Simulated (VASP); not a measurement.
# Au (Fd-3m) in VASP: further runs

Runs on Au. Level: LDA. Tasks: single point.

All numbers are computed with VASP 6.6.1; they aren't measurements. Logs are shortened: lines on timing, memory, paths and dates and some standing lists are left out, and cuts for length are marked.

### 1 The cell of the first run

Symmetry: Fd-3m, No. 227, cubic system. Conventional cell: a = 5.788 Å, b = 5.788 Å, c = 5.788 Å, α = 90.00°, β = 90.00°, γ = 90.00°. Within 3.3 Å of Au (site symmetry -43m) lie 4 Au at 2.51 Å.

This isn't the form of Au at room conditions, which is fcc.

### 2 Single point, LDA (24.24 Å³/atom)

INCAR

```
PREC = Accurate
ENCUT = 520
EDIFF = 1E-7
ISMEAR = -1
SIGMA = 0.1
LREAL = False
LASPH = True
NELM = 100
ALGO = Normal
ISIF = 2
LWAVE = False
LCHARG = False
NBANDS = 18
```

KPOINTS

```
regular mesh
0
Gamma
  12 12 12
```

POSCAR

```
Au
1.0
    0.0000000000      2.8939891950      2.8939891950
    2.8939891950      0.0000000000      2.8939891950
    2.8939891950      2.8939891950      0.0000000000
Au
2
Direct
   -0.1250000000     -0.1250000000     -0.1250000000
    0.1250000000      0.1250000000      0.1250000000
```

Potentials or basis: VASP PAW LDA potentials, release 64 (Au).

Command:

```console
$ cat potpaw_LDA.64/Au/POTCAR > POTCAR
$ mpirun -np 1 vasp_std > vasp.out
```

OUTCAR:

```text
PREC = Accurate
   ENCUT = 520
   EDIFF = 1E-7
   ISMEAR = -1
   LREAL = False
   LASPH = True
   NELM = 100
   ISIF = 2

 ion  position               nearest neighbor table
   1  0.875  0.875  0.875-   2 2.51   2 2.51   2 2.51   2 2.51
   2  0.125  0.125  0.125-   1 2.51   1 2.51   1 2.51   1 2.51

  LATTYP: Found a face centered cubic cell.
 ALAT       =     5.7879783900

  Lattice vectors:

 A1 = (   0.0000000000,   2.8939891950,   2.8939891950)
 A2 = (   2.8939891950,   0.0000000000,   2.8939891950)
 A3 = (   2.8939891950,   2.8939891950,   0.0000000000)

Analysis of symmetry for initial positions (statically):
=====================================================================
 Subroutine PRICEL returns:
 Original cell was already a primitive cell.

 Routine SETGRP: Setting up the symmetry group for a
 face centered cubic supercell.

 Subroutine GETGRP returns: Found 48 space group operations
 (whereof 12 operations were pure point group operations)
 out of a pool of 48 trial point group operations.

The static configuration has the point symmetry D_3d.
 The point group associated with its full space group is O_h .

Analysis of symmetry for dynamics (positions and initial velocities):
=====================================================================
 Subroutine PRICEL returns:
 Original cell was already a primitive cell.

 Routine SETGRP: Setting up the symmetry group for a
 face centered cubic supercell.

 Subroutine GETGRP returns: Found 48 space group operations
 (whereof 12 operations were pure point group operations)
 out of a pool of 48 trial point group operations.

The dynamic configuration has the point symmetry D_3d.
 The point group associated with its full space group is O_h .

 Subroutine INISYM returns: Found 48 space group operations
 (whereof 12 operations are pure point group operations),
 and found     1 'primitive' translations

----------------------------------------------------------------------------------------

                                     Primitive cell

  volume of cell :      48.4753

  direct lattice vectors                    reciprocal lattice vectors
     0.000000000  2.893989195  2.893989195    -0.172771896  0.172771896  0.172771896
     2.893989195  0.000000000  2.893989195     0.172771896 -0.172771896  0.172771896
     2.893989195  2.893989195  0.000000000     0.172771896  0.172771896 -0.172771896

  length of vectors
     4.092718769  4.092718769  4.092718769     0.299249702  0.299249702  0.299249702

  position of ions in fractional coordinates (direct lattice)
     0.875000000  0.875000000  0.875000000
     0.125000000  0.125000000  0.125000000

  ion indices of the primitive-cell ions
   primitive index   ion index
                 1           1
                 2           2

----------------------------------------------------------------------------------------

 KPOINTS: regular mesh

Automatic generation of k-mesh.
 Grid dimensions read from file:
 generate k-points for:   12   12   12

 Generating k-lattice:

  Cartesian coordinates                     Fractional coordinates (reciprocal lattice)
    -0.014397658  0.014397658  0.014397658     0.083333333  0.000000000  0.000000000
     0.014397658 -0.014397658  0.014397658     0.000000000  0.083333333  0.000000000
     0.014397658  0.014397658 -0.014397658     0.000000000  0.000000000  0.083333333

  Length of vectors
     0.024937475  0.024937475  0.024937475

  Shift w.r.t. Gamma in fractional coordinates (k-lattice)
     0.000000000  0.000000000  0.000000000

 Subroutine IBZKPT returns following result:
 ===========================================

 Found     72 irreducible k-points:

 Following reciprocal coordinates:
            Coordinates               Weight
  0.000000  0.000000  0.000000      1.000000
  0.083333  0.000000  0.000000      8.000000
  0.166667  0.000000  0.000000      8.000000
  0.250000  0.000000  0.000000      8.000000
  0.333333  0.000000  0.000000      8.000000
  0.416667  0.000000  0.000000      8.000000
[... 16 lines left out ...]
  0.500000  0.166667  0.000000     24.000000
 -0.416667  0.166667  0.000000     24.000000
 [... further k-points ...]
   k-points           NKPTS =     72   k-points in BZ     NKDIM =     72   number of bands    NBANDS=     18
   number of dos      NEDOS =    301   number of ions     NIONS =      2
   total plane-waves  NPLWV =  27000
   dimension x,y,z NGX =    30 NGY =   30 NGZ =   30
   dimension x,y,z NGXF=    60 NGYF=   60 NGZF=   60
   ions per type =               2
   NGX,Y,Z   is equivalent  to a cutoff of  12.19, 12.19, 12.19 a.u.
   NGXF,Y,Z  is equivalent  to a cutoff of  24.37, 24.37, 24.37 a.u.
 SYSTEM =  unknown system
   PREC   = accura    normal or accurate (medium, high low for compatibility)
   ISTART =      0    job   : 0-new  1-cont  2-samecut
   ICHARG =      2    charge: 1-file 2-atom 10-const
   ISPIN  =      1    spin polarized calculation?
   LNONCOLLINEAR =      F non collinear calculations
   LSORBIT =      F    spin-orbit coupling
   LASPH  =      T    aspherical Exc in radial PAW
   ENCUT  =  520.0 eV  38.22 Ry    6.18 a.u.   7.61  7.61  7.61*2*pi/ulx,y,z
   NELM   =    100;   NELMIN=  2; NELMDL= -5     # of ELM steps
   EDIFF  = 0.1E-06   stopping-criterion for ELM
   LREAL  =      F    real-space projection
   EDIFFG = 0.1E-05   stopping-criterion for IOM
   NSW    =      0    number of steps for IOM
   IBRION =     -1    ionic relax: 0-MD 1-quasi-New 2-CG
   NFREE  =      0    steps in history (QN), initial steepest desc. (CG)
   ISIF   =      2    stress and relaxation
   ISYM   =      2    0-nonsym 1-usesym 2-fastsym
   POTIM  = 0.5000    time-step for ionic-motion
   TEBEG  =    0.0;   TEEND  =   0.0 temperature during run
   PSTRESS=    0.0 pullay stress
   NELECT =      22.0000    total number of electrons
   NUPDOWN=      -1.0000    fix difference up-down
   EMIN   =  10.00;   EMAX   =-10.00  energy-range for DOS
   EFERMI =   0.00;   METHOD = LEGACY
   ISMEAR =    -1;   SIGMA  =   0.10  broadening in eV -4-tet -1-fermi 0-gaus
   EFERMI_NEDOS =   21; number of points for ismear=-14 and -15
   IALGO  =     38    algorithm
   IMIX   =      4    mixing-type and parameters
     AMIX     =   0.40;   BMIX     =  1.00
     AMIX_MAG =   1.60;   BMIX_MAG =  1.00
  volume/ion in A,a.u.               =      24.24       163.56
  Fermi-wavevector in a.u.,A,eV,Ry     =   1.258082  2.377430 21.534885  1.582769
  Thomas-Fermi vector in A             =   2.391709
   LORBIT       =      0    0 simple, 1 ext, 2 COOP (PROOUT), +10 PAW based schemes
   GGA     = CA    functional components
   LHFCALC =     F    Hartree Fock is set to
   AEXX    =    0.0000 exact exchange contribution
   IVDW    =     0    specifies the selected vdW correction
   LEPSILON=     F    determine dielectric tensor
   LRPA    =     F    only Hartree local field effects (RPA)
 non-spin polarized calculation
  energy-cutoff  :      520.00
  volume of cell :       48.48
 maximum number of plane-waves:      1323
   NGX = 15   NGY = 15   NGZ = 15

 number of electron      22.0000007 magnetization

 Free energy of the ion-electron system (eV)
  ---------------------------------------------------
  ext. energy  EPLUGINS =         0.00000000
  ---------------------------------------------------
  free energy    TOTEN  =        -6.77800767 eV

  energy without entropy =       -6.74809262  energy(sigma->0) =       -6.76305014

 E-fermi :   4.4426     XC(G=0): -10.6626

 val. band max:        4.4227387182   @ k =  -0.4167   0.1667   0.0000
 cond. band min:       4.4519410546   @ k =  -0.4167   0.2500   0.0833
 fundamental gap:      0.0292023364
 Fermi energy:         4.4426064395

 k-point     1 :       0.0000    0.0000    0.0000
  band No.  band energies     occupation
      1      -2.7535      2.00000
      2      -0.5762      2.00000
      3      -0.5762      2.00000
      4      -0.5222      2.00000
      5      -0.5222      2.00000
      6      -0.5222      2.00000
[... 10 lines left out ...]
     17      16.1622      0.00000
     18      16.1622      0.00000

 k-point     2 :       0.0833    0.0000    0.0000
  band No.  band energies     occupation
      1      -2.6560      2.00000
      2      -0.6992      2.00000
      3      -0.6992      2.00000
      4      -0.5300      2.00000
      5      -0.3689      2.00000
      6      -0.3689      2.00000
[... 10 lines left out ...]
     17      16.7544      0.00000
     18      16.7544      0.00000

 k-point     3 :       0.1667    0.0000    0.0000
  band No.  band energies     occupation
      1      -2.3789      2.00000
      2      -0.7906      2.00000
      3      -0.7906      2.00000
      4      -0.5500      2.00000
      5      -0.2056      2.00000
      6      -0.2056      2.00000
[... 10 lines left out ...]
     17      16.7211      0.00000
     18      17.2407      0.00000

 k-point     4 :       0.2500    0.0000    0.0000
  band No.  band energies     occupation
      1      -1.9760      2.00000
      2      -0.8177      2.00000
      3      -0.8177      2.00000
      4      -0.5753      2.00000
      5      -0.1132      2.00000
      6      -0.1132      2.00000
[... 10 lines left out ...]
     17      17.1787      0.00000
     18      17.1787      0.00000

 k-point     5 :       0.3333    0.0000    0.0000
  band No.  band energies     occupation
      1      -1.5540      2.00000
      2      -0.7836      2.00000
      3      -0.7836      2.00000
      4      -0.6033      2.00000
      5      -0.1253      2.00000
      6      -0.1253      2.00000
[... 10 lines left out ...]
     17      17.0637      0.00000
     18      17.0637      0.00000

 k-point     6 :       0.4167    0.0000    0.0000
  band No.  band energies     occupation
      1      -1.2461      2.00000
      2      -0.7112      2.00000
      3      -0.7112      2.00000
      4      -0.6374      2.00000
      5      -0.2075      2.00000
      6      -0.2075      2.00000
[... 10 lines left out ...]
     17      16.9807      0.00000
     18      16.9807      0.00000

 k-point     7 :       0.5000    0.0000    0.0000
  band No.  band energies     occupation
      1      -1.1342      2.00000
      2      -0.6651      2.00000
      3      -0.6651      2.00000
      4      -0.6590      2.00000
      5      -0.2618      2.00000
      6      -0.2618      2.00000
[... 10 lines left out ...]
     17      16.9511      0.00000
     18      16.9511      0.00000

 k-point     8 :       0.0833    0.0833    0.0000
  band No.  band energies     occupation
      1      -2.6228      2.00000
      2      -0.8109      2.00000
      3      -0.5283      2.00000
      4      -0.5283      2.00000
      5      -0.5191      2.00000
      6      -0.2581      2.00000
[... 10 lines left out ...]
     17      16.9325      0.00000
     18      17.3617      0.00000
[... 229 lines left out ...]
     17      18.4152      0.00000
     18      18.4535      0.00000

 k-point    20 :       0.2500    0.1667    0.0000
  band No.  band energies     occupation
      1      -1.9237      2.00000
      2      -1.0850      2.00000
      3      -0.5818      2.00000
      4      -0.5761      2.00000
      5      -0.2173      2.00000
      6       0.1857      2.00000
[... 10 lines left out ...]
     17      18.4973      0.00000
     18      18.5454      0.00000

 k-point    21 :       0.3333    0.1667    0.0000
  band No.  band energies     occupation
      1      -1.5229      2.00000
      2      -1.0923      2.00000
      3      -0.6288      2.00000
      4      -0.6075      2.00000
      5      -0.1172      2.00000
      6       0.2594      2.00000
[... 10 lines left out ...]
     17      17.9813      0.00000
     18      18.5200      0.00000

 k-point    22 :       0.4167    0.1667    0.0000
  band No.  band energies     occupation
      1      -1.1651      2.00000
      2      -1.0615      2.00000
      3      -0.6700      2.00000
      4      -0.6389      2.00000
      5      -0.0491      2.00000
      6       0.2030      2.00000
[... 10 lines left out ...]
     17      17.4424      0.00000
     18      18.6512      0.00000

 k-point    23 :       0.5000    0.1667    0.0000
  band No.  band energies     occupation
      1      -1.0344      2.00000
      2      -0.9520      2.00000
      3      -0.7093      2.00000
      4      -0.6447      2.00000
      5       0.0389      2.00000
      6       0.0634      2.00000
[... 10 lines left out ...]
     17      18.4163      0.00000
     18      18.5098      0.00000

 k-point    24 :      -0.4167    0.1667    0.0000
  band No.  band energies     occupation
      1      -1.0304      2.00000
      2      -0.8898      2.00000
      3      -0.8135      2.00000
      4      -0.5533      2.00000
      5      -0.1092      2.00000
      6       0.1625      2.00000
[... 10 lines left out ...]
     17      18.0871      0.00000
     18      19.2018      0.00000

 [... further k-points ...]

------------------------ aborting loop because EDIFF is reached ----------------------------------------

  FORCE on cell =-STRESS in cart. coord.  units (eV):
  Direction    XX          YY          ZZ          XY          YZ          ZX
  --------------------------------------------------------------------------------------
  -------------------------------------------------------------------------------------
  Total        2.6524686      2.6524686      2.6524686      0.0000000      0.0000000      0.0000000
  in kB       87.6678033     87.6678033     87.6678033      0.0000000      0.0000000      0.0000000
  external PRESSURE =      87.6678033 kB  Pullay stress =       0.0000000 kB

 VOLUME and BASIS-vectors are now :
 -----------------------------------------------------------------------------
  energy-cutoff  :      520.00
  volume of cell :       48.48
      direct lattice vectors                 reciprocal lattice vectors
     0.000000000  2.893989195  2.893989195    -0.172771896  0.172771896  0.172771896
     2.893989195  0.000000000  2.893989195     0.172771896 -0.172771896  0.172771896
     2.893989195  2.893989195  0.000000000     0.172771896  0.172771896 -0.172771896

 POSITION                                       TOTAL-FORCE (eV/Angst)
 -----------------------------------------------------------------------------------
      5.06448      5.06448      5.06448        -0.000000     -0.000000     -0.000000
      0.72350      0.72350      0.72350         0.000000      0.000000      0.000000
 -----------------------------------------------------------------------------------
    total drift:                               -0.000000      0.000000      0.000000

  FREE ENERGIE OF THE ION-ELECTRON SYSTEM (eV)
  ---------------------------------------------------
  free  energy   TOTEN  =        -6.7780076703 eV

  energy  without entropy=       -6.7480926181  energy(sigma->0) =       -6.76305014
```

It took 53 s on 1 thread of Intel Xeon 8259CL, shared host; peak memory 0.18 GiB.

What came out:

* Free energy: -6.7780 eV
* Pressure: 8.8 GPa
* Band gap on the k mesh: zero (bands 11 and 12 overlap by 0.66 eV)

Caveat: the cell stands under pressure; spin-orbit coupling is left out, which moves the levels of the heavy elements.

### 3 Single point, LDA (24.24 Å³/atom)

INCAR

```
SYSTEM = Au
PREC = Accurate
ENCUT = 520
EDIFF = 1E-6
ISMEAR = -1
SIGMA = 0.1
LREAL = .FALSE.
LASPH = .TRUE.
NELM = 80
ALGO = Normal
ISIF = 2
LWAVE = .FALSE.
LCHARG = .FALSE.
NBANDS = 18
```

KPOINTS

```
regular mesh
0
G
  12 12 12
  0 0 0
```

POSCAR is that of step 2.

Potentials or basis: VASP PAW LDA potentials, release 64 (Au).

Command:

```console
$ cat potpaw_LDA.64/Au/POTCAR > POTCAR
$ mpirun -np 1 vasp_std > vasp.out
```

Wall time 55 s (1 thread of Intel Xeon 8259CL, shared host); peak memory 0.18 GiB.

The run converged. Its results:

| Item | Value |
| --- | --- |
| Free energy | -6.7780 eV |
| Pressure | 8.8 GPa |
| Band gap on the k mesh | zero (bands 11 and 12 overlap by 0.66 eV) |

Levels at points of the mesh, in eV from the Fermi level:
```csv
k point,band 8,band 9,band 10,band 11,band 12,band 13,band 14,band 15
"(0.00, 0.00, 0.00)",-2.67,-2.67,-1.22,-1.22,9.87,10.28,10.80,10.80
"(0.50, 0.00, 0.00)",-2.29,-1.51,-1.47,-1.47,-0.25,7.37,7.37,9.82
"(0.50, 0.50, 0.00)",-3.24,-1.25,-1.25,0.39,0.39,3.63,3.63,8.69
```

Caveat: the cell stands under pressure; spin-orbit coupling is left out, which moves the levels of the heavy elements.

### 4 Single point, LDA

This run uses another cell than the first one, of 26.35 Å³/atom.

INCAR

```
  ALGO = Normal
  EDIFF = 1E-6
  ENCUT = 520
  ISIF = 2
  ISMEAR = -1
  LASPH = True
  LCHARG = False
  LREAL = False
  LWAVE = False
  NBANDS = 18
  NELM = 60
  PREC = Accurate
  SIGMA = 0.1
```

KPOINTS

```
k-points
0
Gamma
  12 12 12
```

POSCAR

```
Au
1.0
    0.0000000000      2.9755525839      2.9755525839
    2.9755525839      0.0000000000      2.9755525839
    2.9755525839      2.9755525839      0.0000000000
Au
2
Direct
   -0.1250000000     -0.1250000000     -0.1250000000
    0.1250000000      0.1250000000      0.1250000000
```

Command:

```console
$ cat potpaw_LDA.64/Au/POTCAR > POTCAR
$ mpirun -np 1 vasp_std > vasp.out
```

Wall time 57 s (1 thread of Intel Xeon 8259CL, shared host); peak memory 0.19 GiB.

Results (log left out):

```
Free energy            : -6.8894 eV
Pressure               : 0.3 GPa
Band gap on the k mesh : zero (bands 11 and 12 overlap by 0.65 eV)
```

Levels at points of the mesh, in eV from the Fermi level:
```
           k point  band 7  band 8  band 9  band 10  band 11  band 12  band 13  band 14  band 15  band 16
(0.00, 0.00, 0.00)   -2.46   -2.46   -2.46    -1.23    -1.23     9.25    10.03    10.15    10.15    10.15
(0.50, 0.00, 0.00)   -2.14   -2.14   -1.42    -1.42    -1.18    -0.31     7.04     7.04     9.50     9.77
(0.50, 0.50, 0.00)   -2.97   -2.97   -1.23    -1.23     0.32     0.32     3.66     3.66     8.32     8.32
```

Caveat: spin-orbit coupling is left out, which moves the levels of the heavy elements.

### 5 Single point, LDA (26.35 Å³/atom)

This run uses another cell than the first one, of 26.35 Å³/atom.

INCAR

```
PREC = Accurate
ENCUT = 520
EDIFF = 1E-7
ISMEAR = -1
SIGMA = 0.1
LREAL = False
LASPH = True
NELM = 60
ALGO = Normal
ISIF = 2
LWAVE = False
LCHARG = False
GGA = CA
NBANDS = 18
```

KPOINTS

```
regular mesh
0
Gamma
  12 12 12
```

POSCAR is that of step 4.

Command:

```console
$ cat potpaw_LDA.64/Au/POTCAR > POTCAR
$ mpirun -np 1 vasp_std > vasp.out
```

Run time: 51 s. Hardware: 1 thread of Intel Xeon 8259CL, shared host; peak memory 0.19 GiB.

The run converged. Its results:

* Free energy: -6.8894 eV
* Pressure: 0.3 GPa
* Band gap on the k mesh: zero (bands 11 and 12 overlap by 0.65 eV)

Levels at points of the mesh, in eV from the Fermi level:
```csv
k point,band 9,band 10,band 11,band 12,band 13,band 14
"(0.00, 0.00, 0.00)",-2.46,-1.23,-1.23,9.25,10.03,10.15
"(0.50, 0.00, 0.00)",-1.42,-1.42,-1.18,-0.31,7.04,7.04
"(0.50, 0.50, 0.00)",-1.23,-1.23,0.32,0.32,3.66,3.66
```

Caveat: spin-orbit coupling is left out, which moves the levels of the heavy elements.
